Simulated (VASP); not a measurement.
# Se (P1) in VASP: a series of runs

The runs below take Se through single point, with b88 exchange, pbe correlation, PBE.

Everything below comes from runs of VASP 6.6.1. Logs are shortened: lines on timing, memory, paths and dates and some standing lists are left out, and cuts for length are marked.

### Step 1. The cell of the first run

The typed cell holds 3 atoms: a = 4.312 Å, b = 4.436 Å, c = 4.978 Å, α = 89.05°, β = 90.29°, γ = 120.79°.

### Step 2. Single point, b88 exchange, pbe correlation, non-collinear spin, zero start, spin-orbit coupling

File INCAR:

```
SYSTEM = Se
PREC     = Accurate       ! precision mode
ENCUT    = 500            ! plane-wave cutoff, eV
EDIFF    = 1E-6           ! SCF threshold, eV
ISMEAR   = -1             ! smearing method
SIGMA    = 0.025          ! smearing width, eV
LREAL    = .FALSE.        ! projectors in reciprocal space
LASPH    = .TRUE.         ! aspherical terms in the spheres
NELM     = 200            ! most SCF steps
ALGO     = Normal         ! electronic algorithm
ISIF     = 2              ! what is computed and relaxed
LWAVE    = .FALSE.        ! write WAVECAR
LCHARG   = .TRUE.         ! write CHGCAR
MAGMOM   = 0 0 0 0 0 0 0 0 0 ! initial moments
LORBIT   = 11             ! projections on sites
LSORBIT  = .TRUE.         ! spin-orbit coupling
GGA_COMPAT= .FALSE.      
LORBMOM  = .TRUE.       
GGA      = LIBXC          ! functional
LIBXC1   = GGA_X_B88    
LIBXC2   = GGA_C_PBE    
LVHAR    = .TRUE.       
NBANDS   = 31             ! bands
```

File KPOINTS:

```
regular mesh
0
G
  6 5 4
  0 0 0
```

File POSCAR:

```
Se
1.0
    4.3115100000     -0.0652550000     -0.0105490000
   -2.2122670000      3.8443770000      0.0367270000
   -0.0119680000      0.0412040000      4.9777660000
Se
3
Direct
    0.7746000000      0.7746000000      0.0000000000
    0.0000000000      0.2254000000      0.6666666667
    0.2254000000      0.0000000000      0.3333333333
```

Potentials or basis: VASP PAW PBE potentials, release 64 (Se).

On the command line:

```bash
$ cat potpaw_PBE.64/Se/POTCAR > POTCAR
$ mpirun -np 1 vasp_ncl > vasp.out
```

OUTCAR:

```text
SYSTEM = Se
   PREC = Accurate
   ENCUT = 500
   EDIFF = 1E-6
   ISMEAR = -1
   LREAL = .FALSE.
   LASPH = .TRUE.
   NELM = 200
   ISIF = 2
   LORBIT = 11
   LSORBIT = .TRUE.
   GGA = LIBXC

 ion  position               nearest neighbor table
   1  0.775  0.775  0.000-   3 2.36   2 2.37
   2  0.000  0.225  0.667-   1 2.37   3 2.40
   3  0.225  0.000  0.333-   1 2.36   2 2.40

  LATTYP: Found a triclinic cell.
 ALAT       =     4.4356181835
 B/A-ratio  =     0.9721343264
 C/A-ratio  =     1.1222676780
 COS(alpha) =     0.0049755106
 COS(beta)  =     0.0166527949
 COS(gamma) =     0.5118283112

  Lattice vectors:

 A1 = (  -2.2122670000,   3.8443770000,   0.0367270000)
 A2 = (  -4.3115100000,   0.0652550000,   0.0105490000)
 A3 = (  -0.0119680000,   0.0412040000,   4.9777660000)

Analysis of symmetry for initial positions (statically):
=====================================================================
 Subroutine PRICEL returns:
 Original cell was already a primitive cell.

 Routine SETGRP: Setting up the symmetry group for a
 triclinic supercell.

 Subroutine GETGRP returns: Found  1 space group operations
 (whereof  1 operations were pure point group operations)
 out of a pool of  2 trial point group operations.

The static configuration has the point symmetry C_1 .

Analysis of symmetry for dynamics (positions and initial velocities):
=====================================================================
 Subroutine PRICEL returns:
 Original cell was already a primitive cell.

 Routine SETGRP: Setting up the symmetry group for a
 triclinic supercell.

 Subroutine GETGRP returns: Found  1 space group operations
 (whereof  1 operations were pure point group operations)
 out of a pool of  2 trial point group operations.

The dynamic configuration has the point symmetry C_1 .

Analysis of structural, dynamic, and magnetic symmetry:
=====================================================================
 Subroutine PRICEL returns:
 Original cell was already a primitive cell.

 Routine SETGRP: Setting up the symmetry group for a
 triclinic supercell.

 Subroutine GETGRP returns: Found  1 space group operations
 (whereof  1 operations were pure point group operations)
 out of a pool of  2 trial point group operations.

The overall configuration has the point symmetry C_1 .

 Subroutine INISYM returns: Found  1 space group operations
 (whereof  1 operations are pure point group operations),
 and found     1 'primitive' translations

----------------------------------------------------------------------------------------

                                     Primitive cell

  volume of cell :      81.7822

  direct lattice vectors                    reciprocal lattice vectors
     4.311510000 -0.065255000 -0.010549000     0.233973840  0.134646753 -0.000552012
    -2.212267000  3.844377000  0.036727000     0.003966504  0.262423377 -0.002162701
    -0.011968000  0.041204000  4.977766000     0.000466577 -0.001650868  0.200908119

  length of vectors
     4.312016695  4.435618184  4.977950919     0.269951497  0.262462263  0.200915444

  position of ions in fractional coordinates (direct lattice)
     0.774600000  0.774600000  0.000000000
     0.000000000  0.225400000  0.666666667
     0.225400000  1.000000000  0.333333333

  ion indices of the primitive-cell ions
   primitive index   ion index
                 1           1
                 2           2
                 3           3

----------------------------------------------------------------------------------------

 KPOINTS: regular mesh

Automatic generation of k-mesh.
 Grid dimensions read from file:
 generate k-points for:    6    5    4

 Generating k-lattice:

  Cartesian coordinates                     Fractional coordinates (reciprocal lattice)
[... 98 lines left out ...]
 number of electron      18.0000002 magnetization      -0.0000000     -0.0000000      0.0000002

 number of electron      18.0000002 magnetization       0.0000000     -0.0000000      0.0000000

 number of electron      18.0000002 magnetization      -0.0000000     -0.0000000     -0.0000000

 Free energy of the ion-electron system (eV)
  ---------------------------------------------------
  ext. energy  EPLUGINS =         0.00000000
  ---------------------------------------------------
  free energy    TOTEN  =       -10.04481568 eV

  energy without entropy =      -10.04481568  energy(sigma->0) =      -10.04481568

 E-fermi :   3.1261     XC(G=0):  -8.8648

 val. band max:        2.6177346601   @ k =   0.5000  -0.0000   0.5000
 cond. band min:       3.6769999897   @ k =  -0.3333  -0.4000   0.5000
 fundamental gap:      1.0592653296
 Fermi energy:         3.1260822302

 k-point     1 :       0.0000    0.0000    0.0000
  band No.  band energies     occupation
      1     -13.2130      1.00000
      2     -13.2130      1.00000
      3      -9.1816      1.00000
      4      -9.1816      1.00000
      5      -9.0603      1.00000
      6      -9.0603      1.00000
[... 781 lines left out ...]
     29      10.7122      0.00000
     30      10.7202      0.00000

 [... further k-points ...]

 [bands above 30 left out]

------------------------ aborting loop because EDIFF is reached ----------------------------------------

  FORCE on cell =-STRESS in cart. coord.  units (eV):
  Direction    XX          YY          ZZ          XY          YZ          ZX
  --------------------------------------------------------------------------------------
  -------------------------------------------------------------------------------------
  Total        1.1039627      1.1531362      1.9669864      0.2717744     -0.1810000      0.4551850
  in kB       21.6274940     22.5908399     38.5348030      5.3242736     -3.5459317      8.9174306
  external PRESSURE =      27.5843790 kB  Pullay stress =       0.0000000 kB

 VOLUME and BASIS-vectors are now :
 -----------------------------------------------------------------------------
  energy-cutoff  :      500.00
  volume of cell :       81.78
      direct lattice vectors                 reciprocal lattice vectors
     4.311510000 -0.065255000 -0.010549000     0.233973840  0.134646753 -0.000552012
    -2.212267000  3.844377000  0.036727000     0.003966504  0.262423377 -0.002162701
    -0.011968000  0.041204000  4.977766000     0.000466577 -0.001650868  0.200908119

 POSITION                                       TOTAL-FORCE (eV/Angst)
 -----------------------------------------------------------------------------------
      1.62607      2.92731      0.02028        -0.325745     -0.439898     -0.011728
     -0.50662      0.89399      3.32679        -0.104407      0.314381     -0.182286
      0.96783     -0.00097      1.65688         0.430153      0.125517      0.194015
 -----------------------------------------------------------------------------------
    total drift:                                0.000033     -0.000045      0.000029

  FREE ENERGIE OF THE ION-ELECTRON SYSTEM (eV)
  ---------------------------------------------------
  free  energy   TOTEN  =       -10.0448156805 eV

  energy  without entropy=      -10.0448156805  energy(sigma->0) =      -10.04481568

 orbital moment (x)

 # of ion     p       d       tot
 ----------------------------------------
  1        -0.000  -0.000  -0.000
  2        -0.000   0.000  -0.000
  3        -0.000   0.000  -0.000
 ----------------------------------------
           -0.000   0.000  -0.000

 orbital moment (y)

 # of ion     p       d       tot
 ----------------------------------------
  1        -0.000   0.000  -0.000
  2        -0.000   0.000  -0.000
  3        -0.000  -0.000  -0.000
 ----------------------------------------
           -0.000   0.000  -0.000

 orbital moment (z)

 # of ion     p       d       tot
 ----------------------------------------
  1        -0.000   0.000   0.000
  2         0.000   0.000   0.000
  3        -0.000   0.000   0.000
 ----------------------------------------
           -0.000   0.000   0.000

 Spin-Orbit-Coupling matrix elements

 Ion:    1  E_soc:     -0.0451114
 l=   1
     0.0000000    -0.0072390    -0.0075822
    -0.0072390     0.0000000    -0.0077354
    -0.0075822    -0.0077354     0.0000000
 l=   2
     0.0000000     0.0000016     0.0000000     0.0000001     0.0000026
     0.0000016     0.0000000    -0.0000035    -0.0000009     0.0000019
     0.0000000    -0.0000035     0.0000000    -0.0000009     0.0000000
     0.0000001    -0.0000009    -0.0000009     0.0000000     0.0000001
     0.0000026     0.0000019     0.0000000     0.0000001     0.0000000
 l=   3
     0.0000000     0.0000000     0.0000000     0.0000000     0.0000000     0.0000000     0.0000000
     0.0000000     0.0000000     0.0000000     0.0000000     0.0000000     0.0000000     0.0000000
     0.0000000     0.0000000     0.0000000     0.0000000     0.0000000     0.0000000     0.0000000
     0.0000000     0.0000000     0.0000000     0.0000000     0.0000000     0.0000000     0.0000000
[... 29 lines left out ...]
 l=   2
     0.0000000    -0.0000007     0.0000000     0.0000021     0.0000024
    -0.0000007     0.0000000    -0.0000001    -0.0000010    -0.0000007
     0.0000000    -0.0000001     0.0000000    -0.0000041     0.0000000
     0.0000021    -0.0000010    -0.0000041     0.0000000     0.0000022
     0.0000024    -0.0000007     0.0000000     0.0000022     0.0000000
 l=   3
     0.0000000     0.0000000     0.0000000     0.0000000     0.0000000     0.0000000     0.0000000
     0.0000000     0.0000000     0.0000000     0.0000000     0.0000000     0.0000000     0.0000000
     0.0000000     0.0000000     0.0000000     0.0000000     0.0000000     0.0000000     0.0000000
     0.0000000     0.0000000     0.0000000     0.0000000     0.0000000     0.0000000     0.0000000
     0.0000000     0.0000000     0.0000000     0.0000000     0.0000000     0.0000000     0.0000000
     0.0000000     0.0000000     0.0000000     0.0000000     0.0000000     0.0000000     0.0000000
     0.0000000     0.0000000     0.0000000     0.0000000     0.0000000     0.0000000     0.0000000

 total charge

# of ion       s       p       d       tot
------------------------------------------
    1        1.515   2.186   0.060   3.761
    2        1.513   2.185   0.055   3.754
    3        1.515   2.181   0.057   3.754
--------------------------------------------------
tot          4.543   6.553   0.173  11.269

 magnetization (x)

# of ion       s       p       d       tot
------------------------------------------
    1        0.000  -0.000  -0.000   0.000
    2       -0.000   0.000  -0.000   0.000
    3        0.000   0.000   0.000   0.000
--------------------------------------------------
tot          0.000   0.000  -0.000   0.000

 magnetization (y)

# of ion       s       p       d       tot
------------------------------------------
    1       -0.000  -0.000  -0.000  -0.000
    2        0.000   0.000   0.000   0.000
    3        0.000   0.000  -0.000   0.000
--------------------------------------------------
tot          0.000  -0.000  -0.000   0.000

 magnetization (z)

# of ion       s       p       d       tot
------------------------------------------
    1        0.000   0.000  -0.000   0.000
    2       -0.000   0.000  -0.000  -0.000
    3        0.000   0.000  -0.000   0.000
--------------------------------------------------
tot         -0.000   0.000  -0.000   0.000
```

It took 3.7 min on 1 thread of Intel Xeon 6975P-C (Granite Rapids), shared host; peak memory 0.56 GiB.

Results:

| Property | Result |
| --- | --- |
| Free energy | -10.0448 eV |
| Pressure | 2.8 GPa |
| Largest force | 0.548 eV/Å |
| Net moment | 0.00 μB per cell |
| Valence electrons inside the program's atomic spheres | Se 3.76, 3.75 (each value once) |

Forces on the atoms (eV/Å):
```
Se  -0.326 -0.440 -0.012
Se  -0.104  0.314 -0.182
Se   0.430  0.126  0.194
```

Stress tensor (GPa, compression positive):
```
 2.16  0.53  0.89
 0.53  2.26 -0.35
 0.89 -0.35  3.85
```

Moments on the atoms (μB; x, y, z):
```
Se  0.00 0.00 0.00
Se  0.00 0.00 0.00
Se  0.00 0.00 0.00
```

Caveat: the PAW data sets were made with another functional, which shifts forces and pressure a little.

### Step 3. Single point, PBE

File INCAR:

```
PREC = Accurate
ENCUT = 520
EDIFF = 1E-6
ISMEAR = -1
SIGMA = 0.1
LREAL = F
LASPH = T
NELM = 60
ALGO = Normal
ISIF = 2
LWAVE = F
LCHARG = F
GGA = PE
NBANDS = 16
```

File KPOINTS:

```
Automatic mesh
0
Gamma
  10 10 8
```

File POSCAR:

```
Se
1.0
    4.3662000000      0.0000000000      0.0000000000
   -2.1831000000      3.7812401180      0.0000000000
    0.0000000000      0.0000000000      4.9536000000
Se
3
Direct
    0.7789440000      0.7780360000      0.0026320000
    0.0091810000      0.2360590000      0.6578350000
    0.2278140000      0.0017800000      0.3273810000
```

Potentials or basis: VASP PAW PBE potentials, release 64 (Se).

On the command line:

```bash
$ cat potpaw_PBE.64/Se/POTCAR > POTCAR
$ mpirun -np 1 vasp_std > vasp.out
```

It took 7.2 min on 1 thread of Oxide Virtual Turin-like, shared host; peak memory 0.47 GiB.

It converged, with:

| Quantity | Value |
| --- | --- |
| Free energy | -10.4593 eV |
| Pressure | 2.7 GPa |
| Largest force | 0.651 eV/Å |
| Band gap on the k mesh | 0.90 eV (least direct gap 1.21 eV) |

Forces on the atoms (eV/Å):
```
Se  -0.321 -0.233 -0.516
Se  -0.224  0.135  0.335
Se   0.545  0.099  0.181
```

Stress tensor (GPa, compression positive):
```
2.72 0.25 0.52
0.25 1.49 1.35
0.52 1.35 3.90
```

Levels at points of the mesh, in eV from the valence-band top:
| k point | band 7 | band 8 | band 9 | band 10 | band 11 | band 12 |
| --- | --- | --- | --- | --- | --- | --- |
| (0.00, 0.00, 0.00) | -2.19 | -2.08 | -0.52 | 1.60 | 1.85 | 2.11 |
| (0.50, 0.00, 0.00) | -2.90 | -1.80 | -1.08 | 1.71 | 2.16 | 4.13 |
| (0.00, 0.50, 0.00) | -3.13 | -1.94 | -1.12 | 1.90 | 2.28 | 3.82 |
| (0.50, 0.50, 0.00) | -2.97 | -1.86 | -1.08 | 1.75 | 2.24 | 4.02 |
| (0.00, 0.00, 0.50) | -1.68 | -1.63 | -1.22 | 0.90 | 1.14 | 1.31 |
| (0.50, 0.00, 0.50) | -2.03 | -1.54 | -0.15 | 1.62 | 2.57 | 2.96 |
| (0.00, 0.50, 0.50) | -2.07 | -1.40 | 0.00 | 1.44 | 2.61 | 2.78 |
| (0.50, 0.50, 0.50) | -2.02 | -1.49 | -0.10 | 1.55 | 2.56 | 2.94 |
